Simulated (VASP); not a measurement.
# Ge (Cmcm) in VASP: settings compared, part 2 of 2

VASP 6.6.1. Earlier steps stand in the parts before.

### Step 4. Single point, PBE

Input file INCAR:

```
PREC = Accurate
ENCUT = 520
EDIFF = 1E-7
ISMEAR = 0
SIGMA = 0.05
LREAL = False
LASPH = True
NELM = 80
ALGO = Normal
ISIF = 2
LWAVE = False
LCHARG = False
GGA = PE
NBANDS = 21
```

Input file KPOINTS:

```
Automatic mesh
0
Gamma
  10 10 6
```

Input file POSCAR:

```
Ge
1.0
    1.4880529250     -2.5946896100      0.0000000000
    1.4880529250      2.5946896100      0.0000000000
    0.0000000000      0.0000000000      4.7275957900
Ge
2
Direct
    0.3334466300      0.6665533700      0.2500000000
    0.6665533700      0.3334466300      0.7500000000
```

Potentials or basis: VASP PAW PBE potentials, release 64 (Ge_d).

On the command line:

```console
> cat potpaw_PBE.64/Ge_d/POTCAR > POTCAR
> mpirun -np 1 vasp_std > vasp.out
```

Wall time 37 s (1 thread of Intel Xeon Platinum 8488C (Sapphire Rapids), shared host); peak memory 0.2 GiB.

The run converged. Its results:

* Free energy: -8.3614 eV
* Pressure: 4.4 GPa
* Band gap on the k mesh: zero (band 14 reaches 13.82 eV, above the bottom of band 15 at 4.85 eV)

Forces on the atoms (eV/Å):
```
Ge   0.000  0.003  0.000
Ge   0.000 -0.003  0.000
```

Stress tensor (GPa, compression positive):
```
3.25 0.00 0.00
0.00 4.09 0.00
0.00 0.00 5.77
```

Levels at points of the mesh, in eV from the Fermi level:
| k point | band 10 | band 11 | band 12 | band 13 | band 14 | band 15 | band 16 | band 17 | band 18 | band 19 |
| --- | --- | --- | --- | --- | --- | --- | --- | --- | --- | --- |
| (0.00, 0.00, 0.00) | -24.54 | -13.35 | -7.46 | -5.52 | 6.63 | 6.74 | 8.71 | 8.83 | 10.13 | 11.41 |
| (0.50, 0.00, 0.00) | -24.53 | -8.42 | -7.09 | -2.25 | -1.24 | -0.87 | 1.45 | 2.46 | 6.45 | 7.23 |
| (0.50, 0.50, 0.00) | -24.53 | -8.49 | -7.13 | -2.29 | -1.27 | -0.93 | 1.42 | 2.61 | 6.59 | 7.38 |
| (0.00, 0.00, 0.50) | -24.57 | -11.68 | -11.68 | 1.90 | 1.90 | 7.77 | 7.77 | 7.88 | 7.88 | 12.72 |
| (0.50, 0.00, 0.50) | -24.54 | -6.97 | -6.97 | -4.92 | -4.92 | 4.12 | 4.12 | 5.09 | 5.09 | 8.68 |
| (0.50, 0.50, 0.50) | -24.54 | -7.05 | -7.05 | -4.94 | -4.94 | 4.27 | 4.27 | 5.11 | 5.11 | 8.76 |

### Step 5. Single point, PBEsol

Input file INCAR:

```
SYSTEM = Ge
ALGO = Normal
EDIFF = 1E-6
ENCUT = 520
GGA = PS
ISIF = 2
ISMEAR = -1
LASPH = .TRUE.
LCHARG = .FALSE.
LREAL = .FALSE.
LWAVE = .FALSE.
NBANDS = 21
NELM = 100
PREC = Accurate
SIGMA = 0.05
```

Input file KPOINTS:

```
k-points
0
G
  8 8 4
  0 0 0
```

POSCAR is that of step 4.

On the command line:

```console
> cat potpaw_PBE.64/Ge_d/POTCAR > POTCAR
> mpirun -np 1 vasp_std > vasp.out
```

It took 26 s on 1 thread of Intel Xeon Platinum 8259CL at 2.50GHz (Skylake/Cascade Lake), shared host; peak memory 0.17 GiB.

It converged, with:

| Quantity | Value |
| --- | --- |
| Free energy | -9.3170 eV |
| Pressure | 0.3 GPa |
| Largest force | 0.005 eV/Å |
| Band gap on the k mesh | zero (band 14 reaches 13.73 eV, above the bottom of band 15 at 4.67 eV) |

Forces on the atoms (eV/Å):
```
Ge   0.000  0.005  0.000
Ge   0.000 -0.005  0.000
```

Stress tensor (GPa, compression positive):
```
-2.84  0.00  0.00
 0.00 -2.32  0.00
 0.00  0.00  6.09
```

Levels at points of the mesh, in eV from the Fermi level:
```tsv
k point	band 10	band 11	band 12	band 13	band 14	band 15	band 16	band 17	band 18	band 19
(0.00, 0.00, 0.00)	-24.68	-13.59	-7.69	-5.76	6.39	6.50	8.47	8.58	9.89	11.19
(0.50, 0.00, 0.00)	-24.67	-8.65	-7.33	-2.49	-1.48	-1.10	1.21	2.22	6.21	6.99
(0.50, 0.50, 0.00)	-24.67	-8.73	-7.37	-2.52	-1.51	-1.17	1.18	2.37	6.35	7.14
(0.00, 0.00, 0.50)	-24.71	-11.91	-11.91	1.66	1.66	7.53	7.53	7.64	7.64	12.49
(0.50, 0.00, 0.50)	-24.68	-7.21	-7.21	-5.16	-5.16	3.88	3.88	4.85	4.85	8.44
(0.50, 0.50, 0.50)	-24.68	-7.28	-7.28	-5.18	-5.18	4.03	4.03	4.87	4.87	8.52
```

Caveat: the PAW data sets were made with another functional, which shifts forces and pressure a little.

### Step 6. Single point, RPBE

Input file INCAR:

```
SYSTEM = Ge
ALGO     = Normal         ! electronic algorithm
EDIFF    = 1E-6           ! SCF threshold, eV
ENCUT    = 520            ! plane-wave cutoff, eV
GGA      = RP             ! functional
ISIF     = 2              ! what is computed and relaxed
ISMEAR   = -1             ! smearing method
LASPH    = .True.         ! aspherical terms in the spheres
LCHARG   = .False.        ! write CHGCAR
LREAL    = .False.        ! projectors in reciprocal space
LWAVE    = .False.        ! write WAVECAR
NBANDS   = 21             ! bands
NELM     = 60             ! most SCF steps
PREC     = Accurate       ! precision mode
SIGMA    = 0.05           ! smearing width, eV
```

Input file KPOINTS:

```
k-points
0
Gamma
  10 10 6
  0 0 0
```

POSCAR is that of step 5.

Potentials or basis: VASP PAW PBE potentials, release 64 (Ge_d).

On the command line:

```console
> cat potpaw_PBE.64/Ge_d/POTCAR > POTCAR
> mpirun -np 1 vasp_std > vasp.out
```

OUTCAR:

```text
SYSTEM = Ge
   EDIFF = 1E-6
   ENCUT = 520
   GGA = RP
   ISIF = 2
   ISMEAR = -1
   LASPH = .True.
   LREAL = .False.
   NELM = 60
   PREC = Accurate

 ion  position               nearest neighbor table
   1  0.333  0.667  0.250-
   2  0.667  0.333  0.750-

  LATTYP: Found a base centered orthorhombic cell.
 ALAT       =     2.9761058500
 B/A-ratio  =     1.7436809984
 C/A-ratio  =     1.5885173540

  Lattice vectors:

 A1 = (   1.4880529250,  -2.5946896100,   0.0000000000)
 A2 = (   1.4880529250,   2.5946896100,   0.0000000000)
 A3 = (   0.0000000000,   0.0000000000,   4.7275957900)

Analysis of symmetry for initial positions (statically):
=====================================================================
 Subroutine PRICEL returns:
 Original cell was already a primitive cell.

 Routine SETGRP: Setting up the symmetry group for a
 base centered orthorhombic supercell.

 Subroutine GETGRP returns: Found  8 space group operations
 (whereof  4 operations were pure point group operations)
 out of a pool of  8 trial point group operations.

The static configuration has the point symmetry C_2h.
 The point group associated with its full space group is D_2h.
[... 153 lines left out ...]

 Free energy of the ion-electron system (eV)
  ---------------------------------------------------
  ext. energy  EPLUGINS =         0.00000000
  ---------------------------------------------------
  free energy    TOTEN  =        -7.61338606 eV

  energy without entropy =       -7.60480103  energy(sigma->0) =       -7.60909355

 E-fermi :   7.1685     XC(G=0): -11.3641

 val. band max:        7.1497689763   @ k =   0.5000   0.3000   0.1667
 cond. band min:       7.1707313187   @ k =   0.3000   0.2000   0.5000
 fundamental gap:      0.0209623424
 Fermi energy:         7.1685464159

 k-point     1 :       0.0000    0.0000    0.0000
  band No.  band energies     occupation
      1     -17.5457      2.00000
      2     -17.5366      2.00000
      3     -17.5335      2.00000
      4     -17.5330      2.00000
      5     -17.5275      2.00000
      6     -17.5243      2.00000
[... 565 lines left out ...]
     20      22.8610      0.00000
     21      23.4507      0.00000

 [... further k-points ...]
[... 5 lines left out ...]
  --------------------------------------------------------------------------------------
  -------------------------------------------------------------------------------------
  Total        1.1239490      1.1730619      1.7389550      0.0000000      0.0000000      0.0000000
  in kB       49.3268151     51.4822350     76.3176178      0.0000000      0.0000000      0.0000000
  external PRESSURE =      59.0422226 kB  Pullay stress =       0.0000000 kB

 VOLUME and BASIS-vectors are now :
 -----------------------------------------------------------------------------
  energy-cutoff  :      520.00
  volume of cell :       36.51
      direct lattice vectors                 reciprocal lattice vectors
     1.488052925 -2.594689610  0.000000000     0.336009554 -0.192701277  0.000000000
     1.488052925  2.594689610  0.000000000     0.336009554  0.192701277  0.000000000
     0.000000000  0.000000000  4.727595790     0.000000000  0.000000000  0.211524006

 POSITION                                       TOTAL-FORCE (eV/Angst)
 -----------------------------------------------------------------------------------
      1.48805      0.86431      1.18190         0.000000     -0.001312      0.000000
      1.48805     -0.86431      3.54570         0.000000      0.001312      0.000000
 -----------------------------------------------------------------------------------
    total drift:                                0.000000     -0.000000      0.000000

  FREE ENERGIE OF THE ION-ELECTRON SYSTEM (eV)
  ---------------------------------------------------
  free  energy   TOTEN  =        -7.6133860645 eV

  energy  without entropy=       -7.6048010340  energy(sigma->0) =       -7.60909355
```

stdout:

```text
POSCAR found type information on POSCAR Ge
 POSCAR found :  1 types and       2 ions
 scaLAPACK will be used
 -----------------------------------------------------------------------------
|                                                                             |
|                                                                             |
|     You enforced a specific xc type in the INCAR file but a different       |
|     I HOPE YOU KNOW WHAT YOU ARE DOING!                                     |
|                                                                             |
 -----------------------------------------------------------------------------

 LDA part: xc-table for (Slater+PW92), standard interpolation
 POSCAR, INCAR and KPOINTS ok, starting setup
 FFT: planning ... GRIDC
 FFT: planning ... GRID_SOFT
 FFT: planning ... GRID
 WAVECAR not read
 entering main loop
```

Wall time 20 s (1 thread of Intel Xeon 6975P-C (Granite Rapids), shared host); peak memory 0.2 GiB.

Results:

```
Free energy            : -7.6134 eV
Pressure               : 5.9 GPa
Band gap on the k mesh : zero (band 14 reaches 13.98 eV, above the bottom of band 15 at 4.96 eV)
```

Stress tensor (GPa, compression positive):
```
4.93 0.00 0.00
0.00 5.15 0.00
0.00 0.00 7.63
```

Caveat: the PAW data sets were made with another functional, which shifts forces and pressure a little.

### Step 7. Summary

| level | potentials or basis | k mesh | smearing | gap on the mesh (eV) | pressure (GPa) |
| --- | --- | --- | --- | --- | --- |
| PBEsol | VASP PAW PBE potentials, release 64 (Ge_d) | 10 × 10 × 6 | gaussian 0.02 eV | none | 0.6 |
| LDA | VASP PAW LDA potentials, release 64 (Ge_d) | 10 × 10 × 6 | gaussian 0.1 eV | none | -1.2 |
| PBE | VASP PAW PBE potentials, release 64 (Ge_d) | 10 × 10 × 6 | gaussian 0.05 eV | none | 4.4 |
| PBEsol | VASP PAW PBE potentials, release 64 (Ge_d) | 8 × 8 × 4 | fermi-dirac 0.05 eV | none | 0.3 |
| RPBE | VASP PAW PBE potentials, release 64 (Ge_d) | 10 × 10 × 6 | fermi-dirac 0.05 eV | none | 5.9 |

Alike in all rows: task single point; no spin polarisation; cell as given; cutoff (eV) 520.

Caveats: the PAW data sets were made with another functional, which shifts forces and pressure a little (some runs).

Total energies depend on the potentials used, so only differences within one code and one set of settings carry meaning.
